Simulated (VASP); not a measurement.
# GdN (P4/nmm) in VASP: further runs

GdN is run at these levels: PBE+U; tasks: single point, relaxation of shape and atoms at fixed volume.

Everything below comes from runs of VASP 6.6.1. Logs are shortened: lines on timing, memory, paths and dates and some standing lists are left out, and cuts for length are marked.

### Step 1. The cell of the first run

Symmetry: P4/nmm, No. 129, tetragonal system. Conventional cell: a = 4.325 Å, b = 4.325 Å, c = 3.594 Å, α = 90.00°, β = 90.00°, γ = 90.00°. Within 3.1 Å of Gd (site symmetry 4mm) lie 4 N at 2.33 Å. Within 3.1 Å of N (site symmetry -4m2) lie 4 Gd at 2.33 Å and 4 N at 3.06 Å.

### Step 2. Single point, PBE+U, collinear spin, ferromagnetic start

File INCAR:

```
SYSTEM = GdN
PREC     = Accurate       ! precision mode
ENCUT    = 520            ! plane-wave cutoff, eV
EDIFF    = 1E-6           ! SCF threshold, eV
ISMEAR   = 0              ! smearing method
SIGMA    = 0.05           ! smearing width, eV
LREAL    = .False.        ! projectors in reciprocal space
LASPH    = .True.         ! aspherical terms in the spheres
NELM     = 150            ! most SCF steps
ALGO     = Normal         ! electronic algorithm
ISIF     = 2              ! what is computed and relaxed
LWAVE    = .False.        ! write WAVECAR
LCHARG   = .False.        ! write CHGCAR
ISPIN    = 2              ! spin polarisation
MAGMOM   = 7.56 7.56 0 0  ! initial moments
LORBIT   = 11             ! projections on sites
LMAXMIX  = 6              ! l up to which the mixer works
LDAU     = .True.         ! DFT+U
LDAUTYPE = 2            
LDAUL    = 3 -1           ! shell
LDAUU    = 6 0            ! U, eV
LDAUJ    = 0 0          
LDAUPRINT= 1            
GGA      = PE             ! functional
NBANDS   = 35             ! bands
```

File KPOINTS:

```
Automatic mesh
0
Gamma
  4 4 6
  0 0 0
```

File POSCAR:

```
GdN
1.0
    4.3247826489      0.0000000000      0.0000000000
    0.0000000000      4.3247826489      0.0000000000
    0.0000000000      0.0000000000      3.5938191369
Gd N
2 2
Direct
    0.5000000000      0.0000000000      0.2439616392
    0.0000000000      0.5000000000      0.7560383608
    0.0000000000      0.0000000000      0.0000000000
    0.5000000000      0.5000000000      0.0000000000
```

Potentials or basis: VASP PAW PBE potentials, release 64 (Gd, N).

Command:

```
> cat potpaw_PBE.64/Gd/POTCAR potpaw_PBE.64/N/POTCAR > POTCAR
> mpirun -np 1 vasp_std > vasp.out
```

OUTCAR:

```text
SYSTEM = GdN
   PREC = Accurate
   ENCUT = 520
   EDIFF = 1E-6
   ISMEAR = 0
   LREAL = .False.
   LASPH = .True.
   NELM = 150
   ISIF = 2
   ISPIN = 2
   LORBIT = 11
   GGA = PE

 ion  position               nearest neighbor table
   1  0.500  0.000  0.244-   3 2.33   4 2.33   4 2.33   3 2.33   2 3.53   2 3.53   2 3.53   2 3.53

   2  0.000  0.500  0.756-   3 2.33   4 2.33   3 2.33   4 2.33   1 3.53   1 3.53   1 3.53   1 3.53

   3  0.000  0.000  0.000-   1 2.33   2 2.33   2 2.33   1 2.33
   4  0.500  0.500  0.000-   1 2.33   2 2.33   1 2.33   2 2.33

  LATTYP: Found a simple tetragonal cell.
 ALAT       =     4.3247826489
 C/A-ratio  =     0.8309826016

  Lattice vectors:

 A1 = (   4.3247826489,   0.0000000000,   0.0000000000)
 A2 = (   0.0000000000,   4.3247826489,   0.0000000000)
 A3 = (   0.0000000000,   0.0000000000,   3.5938191369)

Analysis of symmetry for initial positions (statically):
=====================================================================
 Subroutine PRICEL returns:
 Original cell was already a primitive cell.

 Routine SETGRP: Setting up the symmetry group for a
 simple tetragonal supercell.

 Subroutine GETGRP returns: Found 16 space group operations
 (whereof  8 operations were pure point group operations)
 out of a pool of 16 trial point group operations.

The static configuration has the point symmetry D_2d.
 The point group associated with its full space group is D_4h.

Analysis of symmetry for dynamics (positions and initial velocities):
=====================================================================
 Subroutine PRICEL returns:
 Original cell was already a primitive cell.

 Routine SETGRP: Setting up the symmetry group for a
 simple tetragonal supercell.

 Subroutine GETGRP returns: Found 16 space group operations
 (whereof  8 operations were pure point group operations)
 out of a pool of 16 trial point group operations.

The dynamic configuration has the point symmetry D_2d.
 The point group associated with its full space group is D_4h.

Analysis of structural, dynamic, and magnetic symmetry:
=====================================================================
 Subroutine PRICEL returns:
 Original cell was already a primitive cell.

 Routine SETGRP: Setting up the symmetry group for a
 simple tetragonal supercell.

 Subroutine GETGRP returns: Found 16 space group operations
 (whereof  8 operations were pure point group operations)
 out of a pool of 16 trial point group operations.

The overall configuration has the point symmetry D_2d.
 The point group associated with its full space group is D_4h.

 Subroutine INISYM returns: Found 16 space group operations
 (whereof  8 operations are pure point group operations),
 and found     1 'primitive' translations

----------------------------------------------------------------------------------------
[... 189 lines left out ...]
 -0.0000 -0.0000 -0.0000 -0.0000  0.9915 -0.0000 -0.0006
  0.0000 -0.0000  0.0000 -0.0000 -0.0000  0.9945 -0.0000
  0.0000  0.0000  0.0000  0.0000 -0.0006 -0.0000  0.9932

spin component  2

  0.0116 -0.0000  0.0027 -0.0000 -0.0000 -0.0000 -0.0000
 -0.0000  0.0019  0.0000  0.0000  0.0000 -0.0000  0.0000
  0.0027  0.0000  0.0055 -0.0000 -0.0000 -0.0000 -0.0000
 -0.0000  0.0000 -0.0000  0.0032 -0.0000  0.0000 -0.0000
 -0.0000  0.0000 -0.0000 -0.0000  0.0055  0.0000 -0.0027
 -0.0000 -0.0000 -0.0000  0.0000  0.0000  0.0145 -0.0000
 -0.0000  0.0000 -0.0000 -0.0000 -0.0027 -0.0000  0.0116

 occupancies and eigenvectors

  o =  0.0019  v =  0.0000  0.0000  0.0000  0.0000  0.0000  0.0000  0.0000 -0.0000  1.0000  0.0000 -0.0000  0.0000  0.0000 -0.0000      0.0000  0.0000  0.0000  0.0000  0.0000  0.0000  0.0000  0.0000  0.0000  0.0000  0.0000  0.0000  0.0000  0.0000
  o =  0.0032  v =  0.0000  0.0000  0.0000  0.0000  0.0000  0.0000  0.0000 -0.0000 -0.0000 -0.0000 -1.0000  0.0000  0.0000  0.0000      0.0000  0.0000  0.0000  0.0000  0.0000  0.0000  0.0000  0.0000  0.0000  0.0000  0.0000  0.0000  0.0000  0.0000
  o =  0.0045  v =  0.0000  0.0000  0.0000  0.0000  0.0000  0.0000  0.0000  0.0000  0.0000 -0.0000 -0.0000 -0.9365 -0.0000 -0.3508      0.0000  0.0000  0.0000  0.0000  0.0000  0.0000  0.0000  0.0000  0.0000  0.0000  0.0000  0.0000  0.0000  0.0000
  o =  0.0045  v =  0.0000  0.0000  0.0000  0.0000  0.0000  0.0000  0.0000  0.3508  0.0000 -0.9365  0.0000  0.0000  0.0000  0.0000      0.0000  0.0000  0.0000  0.0000  0.0000  0.0000  0.0000  0.0000  0.0000  0.0000  0.0000  0.0000  0.0000  0.0000
  o =  0.0126  v =  0.0000  0.0000  0.0000  0.0000  0.0000  0.0000  0.0000 -0.0000 -0.0000 -0.0000 -0.0000  0.3508  0.0000 -0.9365      0.0000  0.0000  0.0000  0.0000  0.0000  0.0000  0.0000  0.0000  0.0000  0.0000  0.0000  0.0000  0.0000  0.0000
  o =  0.0126  v =  0.0000  0.0000  0.0000  0.0000  0.0000  0.0000  0.0000  0.9365 -0.0000  0.3508 -0.0000 -0.0000 -0.0000 -0.0000      0.0000  0.0000  0.0000  0.0000  0.0000  0.0000  0.0000  0.0000  0.0000  0.0000  0.0000  0.0000  0.0000  0.0000
  o =  0.0145  v =  0.0000  0.0000  0.0000  0.0000  0.0000  0.0000  0.0000  0.0000 -0.0000  0.0000  0.0000 -0.0000  1.0000  0.0000      0.0000  0.0000  0.0000  0.0000  0.0000  0.0000  0.0000  0.0000  0.0000  0.0000  0.0000  0.0000  0.0000  0.0000
  o =  0.9890  v =  0.0000  0.0000 -0.0000  1.0000 -0.0000  0.0000  0.0000  0.0000  0.0000  0.0000  0.0000  0.0000  0.0000  0.0000      0.0000  0.0000  0.0000  0.0000  0.0000  0.0000  0.0000  0.0000  0.0000  0.0000  0.0000  0.0000  0.0000  0.0000
  o =  0.9892  v =  0.0000 -1.0000  0.0000  0.0000 -0.0000 -0.0000 -0.0000  0.0000  0.0000  0.0000  0.0000  0.0000  0.0000  0.0000      0.0000  0.0000  0.0000  0.0000  0.0000  0.0000  0.0000  0.0000  0.0000  0.0000  0.0000  0.0000  0.0000  0.0000
  o =  0.9913  v =  0.3052  0.0000 -0.9523 -0.0000  0.0000 -0.0000 -0.0000  0.0000  0.0000  0.0000  0.0000  0.0000  0.0000  0.0000      0.0000  0.0000  0.0000  0.0000  0.0000  0.0000  0.0000  0.0000  0.0000  0.0000  0.0000  0.0000  0.0000  0.0000
  o =  0.9913  v =  0.0000 -0.0000  0.0000  0.0000  0.9523 -0.0000  0.3052  0.0000  0.0000  0.0000  0.0000  0.0000  0.0000  0.0000      0.0000  0.0000  0.0000  0.0000  0.0000  0.0000  0.0000  0.0000  0.0000  0.0000  0.0000  0.0000  0.0000  0.0000
  o =  0.9934  v = -0.9523  0.0000 -0.3052 -0.0000  0.0000 -0.0000 -0.0000  0.0000  0.0000  0.0000  0.0000  0.0000  0.0000  0.0000      0.0000  0.0000  0.0000  0.0000  0.0000  0.0000  0.0000  0.0000  0.0000  0.0000  0.0000  0.0000  0.0000  0.0000
  o =  0.9934  v =  0.0000  0.0000  0.0000  0.0000  0.3052 -0.0000 -0.9523  0.0000  0.0000  0.0000  0.0000  0.0000  0.0000  0.0000      0.0000  0.0000  0.0000  0.0000  0.0000  0.0000  0.0000  0.0000  0.0000  0.0000  0.0000  0.0000  0.0000  0.0000
  o =  0.9945  v =  0.0000 -0.0000 -0.0000 -0.0000  0.0000  1.0000 -0.0000  0.0000  0.0000  0.0000  0.0000  0.0000  0.0000  0.0000      0.0000  0.0000  0.0000  0.0000  0.0000  0.0000  0.0000  0.0000  0.0000  0.0000  0.0000  0.0000  0.0000  0.0000

 number of electron      45.9999980 magnetization      13.9999023

 Free energy of the ion-electron system (eV)
  ---------------------------------------------------
  ext. energy  EPLUGINS =         0.00000000
  ---------------------------------------------------
  free energy    TOTEN  =       -44.03793213 eV

  energy without entropy =      -44.03793202  energy(sigma->0) =      -44.03793208

 E-fermi :   3.9905     XC(G=0): -11.0506

 val. band max:        3.8387413361   @ k =   0.2500   0.2500   0.0000
 cond. band min:       4.1309399398   @ k =   0.0000   0.0000   0.0000
 fundamental gap:      0.2921986037
 Fermi energy:         3.9904726313

 spin component 1

 k-point     1 :       0.0000    0.0000    0.0000
  band No.  band energies     occupation
      1     -40.4899      1.00000
      2     -40.3766      1.00000
      3     -18.1298      1.00000
      4     -18.1298      1.00000
      5     -18.0597      1.00000
      6     -17.6588      1.00000
[... 901 lines left out ...]
     34       6.8735      0.00000
     35       8.3608      0.00000
 Fermi energy:         3.9904726313

 spin component 2

 k-point     1 :       0.0000    0.0000    0.0000
  band No.  band energies     occupation
      1     -37.3693      1.00000
      2     -37.2208      1.00000
      3     -16.0454      1.00000
      4     -16.0454      1.00000
      5     -15.9520      1.00000
      6     -15.4173      1.00000
[... 901 lines left out ...]
     34       8.8518      0.00000
     35       9.6300      0.00000

------------------------ aborting loop because EDIFF is reached ----------------------------------------

  FORCE on cell =-STRESS in cart. coord.  units (eV):
  Direction    XX          YY          ZZ          XY          YZ          ZX
  --------------------------------------------------------------------------------------
  -------------------------------------------------------------------------------------
  Total        0.0566717      0.0566717      0.0667107      0.0000000      0.0000000      0.0000000
  in kB        1.3508039      1.3508039      1.5900879      0.0000000      0.0000000      0.0000000
  external PRESSURE =       1.4305652 kB  Pullay stress =       0.0000000 kB

 VOLUME and BASIS-vectors are now :
 -----------------------------------------------------------------------------
  energy-cutoff  :      520.00
  volume of cell :       67.22
      direct lattice vectors                 reciprocal lattice vectors
     4.324782649  0.000000000  0.000000000     0.231225493  0.000000000  0.000000000
     0.000000000  4.324782649  0.000000000     0.000000000  0.231225493  0.000000000
     0.000000000  0.000000000  3.593819137     0.000000000  0.000000000  0.278255516

 POSITION                                       TOTAL-FORCE (eV/Angst)
 -----------------------------------------------------------------------------------
      2.16239      0.00000      0.87675         0.000000      0.000000      0.075041
      0.00000      2.16239      2.71707         0.000000      0.000000     -0.075041
      0.00000      0.00000      0.00000         0.000000      0.000000      0.000000
      2.16239      2.16239      0.00000        -0.000000     -0.000000      0.000000
 -----------------------------------------------------------------------------------
    total drift:                                0.000000      0.000000     -0.000000

  FREE ENERGIE OF THE ION-ELECTRON SYSTEM (eV)
  ---------------------------------------------------
  free  energy   TOTEN  =       -44.0379321335 eV

  energy  without entropy=      -44.0379320197  energy(sigma->0) =      -44.03793208

 total charge

# of ion       s       p       d       f       tot
--------------------------------------------------
    1        2.039   5.629   0.612   6.988  15.268
    2        2.039   5.629   0.612   6.988  15.268
    3        1.263   2.386   0.000   0.000   3.649
    4        1.263   2.386   0.000   0.000   3.649
--------------------------------------------------
tot          6.603  16.031   1.224  13.976  37.834

 magnetization (x)

# of ion       s       p       d       f       tot
--------------------------------------------------
    1       -0.004  -0.085   0.062   6.884   6.857
    2       -0.004  -0.085   0.062   6.884   6.857
    3       -0.007  -0.075   0.000   0.000  -0.082
    4       -0.007  -0.075   0.000   0.000  -0.082
--------------------------------------------------
tot         -0.022  -0.321   0.125  13.768  13.550
```

Wall time 99 s (1 thread of Intel Xeon 6975P-C (Granite Rapids), shared host); peak memory 0.25 GiB.

What came out:

| Item | Value |
| --- | --- |
| Free energy | -44.0379 eV |
| Pressure | 0.1 GPa |
| Largest force | 0.075 eV/Å |
| Band gap on the k mesh | 0.29 eV (least direct gap 0.61 eV) |
| Net moment | 14.00 μB per cell |
| Site moments | Gd +6.86; N -0.08 μB |
| Valence electrons inside the program's atomic spheres | Gd 15.27; N 3.65 |

Forces in eV/Å, atoms in the order of the input:
```
Gd   0.000  0.000  0.075
Gd   0.000  0.000 -0.075
N    0.000  0.000  0.000
N    0.000  0.000  0.000
```

Eigenvalues of the final occupation matrices:
```tsv
site	spin	trace	eigenvalues
site 1 f	1	6.94	0.99 0.99 0.99 0.99 0.99 0.99 0.99
site 1 f	2	0.05	0.00 0.00 0.00 0.00 0.01 0.01 0.01
site 2 f	1	6.94	0.99 0.99 0.99 0.99 0.99 0.99 0.99
site 2 f	2	0.05	0.00 0.00 0.00 0.00 0.01 0.01 0.01
```

Caveat: spin-orbit coupling is left out, which moves the levels of the heavy elements. A k mesh can miss the band edges.

### Step 3. Single point, PBE+U, collinear spin, ferromagnetic start (16.29 Å³/atom)

This run uses another cell than the first one, of 16.29 Å³/atom.

File INCAR:

```
SYSTEM = GdN
PREC = Accurate ; ENCUT = 520
EDIFF = 1E-7 ; ISMEAR = 0
SIGMA = 0.05 ; LREAL = .FALSE.
LASPH = .TRUE. ; NELM = 150
ALGO = Normal ; ISIF = 2
LWAVE = .FALSE. ; LCHARG = .TRUE.
ISPIN = 2 ; MAGMOM = 7.56 7.56 -0.11 -0.11
LORBIT = 11 ; LMAXMIX = 6
LDAU = .TRUE. ; LDAUTYPE = 2
LDAUL = 3 -1 ; LDAUU = 6 0
LDAUJ = 0 0 ; LDAUPRINT = 1
GGA = PE ; LELF = .TRUE.
LVHAR = .TRUE. ; NBANDS = 35
```

File KPOINTS:

```
regular mesh
0
G
  6 6 4
  0 0 0
```

File POSCAR:

```
GdN
1.0
    4.3037082452      0.0000000000      0.0000000000
    0.0000000000      4.3037082452      0.0000000000
    0.0000000000      0.0000000000      3.5178135139
Gd N
2 2
Direct
    0.5000000000      0.0000000000      0.2528822687
    0.0000000000      0.5000000000      0.7471177313
    0.0000000000      0.0000000000      0.0000000000
    0.5000000000      0.5000000000      0.0000000000
```

Potentials or basis: VASP PAW PBE potentials, release 64 (Gd, N).

Command:

```
> cat potpaw_PBE.64/Gd/POTCAR potpaw_PBE.64/N/POTCAR > POTCAR
> mpirun -np 1 vasp_std > vasp.out
```

Run time: 2.4 min. Hardware: 1 thread of Intel Xeon 6975P-C (Granite Rapids), shared host; peak memory 0.26 GiB.

Results (log left out):

```
Free energy                                           : -44.0286 eV
Pressure                                              : 1.7 GPa
Largest force                                         : 0.068 eV/Å
Band gap on the k mesh                                : 0.54 eV (least direct gap 0.78 eV)
Net moment                                            : 14.00 μB per cell
Site moments                                          : Gd +6.86; N -0.08 μB
Valence electrons inside the program's atomic spheres : Gd 15.28; N 3.65
```

Forces in eV/Å, atoms in the order of the input:
```
Gd   0.000  0.000  0.068
Gd   0.000  0.000 -0.068
N    0.000  0.000  0.000
N    0.000  0.000  0.000
```

Stress tensor (GPa, compression positive):
```
1.81 0.00 0.00
0.00 1.81 0.00
0.00 0.00 1.58
```

Levels at points of the mesh, in eV from the valence-band top:
Spin up:
| k point | band 26 | band 27 | band 28 | band 29 | band 30 | band 31 | band 32 | band 33 | band 34 | band 35 |
| --- | --- | --- | --- | --- | --- | --- | --- | --- | --- | --- |
| (0.00, 0.00, 0.00) | -2.15 | -2.15 | -1.29 | -0.25 | -0.25 | 0.54 | 1.04 | 3.07 | 4.05 | 4.15 |
| (0.50, 0.00, 0.00) | -2.86 | -1.84 | -1.84 | -1.26 | -1.26 | 1.10 | 1.10 | 3.11 | 3.12 | 3.22 |
| (0.50, 0.50, 0.00) | -4.37 | -1.73 | -1.73 | -0.30 | -0.30 | 1.11 | 1.11 | 1.79 | 1.79 | 5.74 |
| (0.00, 0.00, 0.50) | -3.31 | -2.97 | -2.97 | -1.31 | -1.31 | 3.34 | 3.54 | 4.17 | 4.17 | 5.91 |
| (0.50, 0.00, 0.50) | -2.93 | -2.92 | -2.92 | -1.96 | -1.96 | 3.51 | 3.51 | 4.19 | 4.19 | 5.82 |
| (0.50, 0.50, 0.50) | -2.90 | -2.34 | -2.34 | -1.40 | -1.40 | 2.33 | 2.33 | 3.11 | 3.11 | 4.54 |
Spin down:
```
           k point  band 13  band 14  band 15  band 16  band 17  band 18  band 19  band 20
(0.00, 0.00, 0.00)    -1.88    -1.28    -0.51    -0.51     1.04     1.76     3.46     3.65
(0.50, 0.00, 0.00)    -1.66    -1.66    -1.41    -1.41     1.61     1.61     3.40     3.40
(0.50, 0.50, 0.00)    -1.77    -1.77    -0.71    -0.71     1.70     1.70     2.48     2.48
(0.00, 0.00, 0.50)    -2.71    -2.71    -1.43    -1.43     3.45     3.57     4.21     4.23
(0.50, 0.00, 0.50)    -2.71    -2.71    -2.00    -2.00     3.75     3.75     4.08     4.08
(0.50, 0.50, 0.50)    -2.25    -2.25    -1.52    -1.52     2.80     2.80     3.31     3.31
```

Eigenvalues of the final occupation matrices:
| site | spin | trace | eigenvalues |
| --- | --- | --- | --- |
| site 1 f | 1 | 6.94 | 0.99 0.99 0.99 0.99 0.99 0.99 0.99 |
| site 1 f | 2 | 0.06 | 0.00 0.00 0.00 0.00 0.01 0.01 0.01 |
| site 2 f | 1 | 6.94 | 0.99 0.99 0.99 0.99 0.99 0.99 0.99 |
| site 2 f | 2 | 0.06 | 0.00 0.00 0.00 0.00 0.01 0.01 0.01 |

Caveat: the k points lie up to 0.45 Å⁻¹ apart; spin-orbit coupling is left out, which moves the levels of the heavy elements.

(Continued in part 2 of 2.)
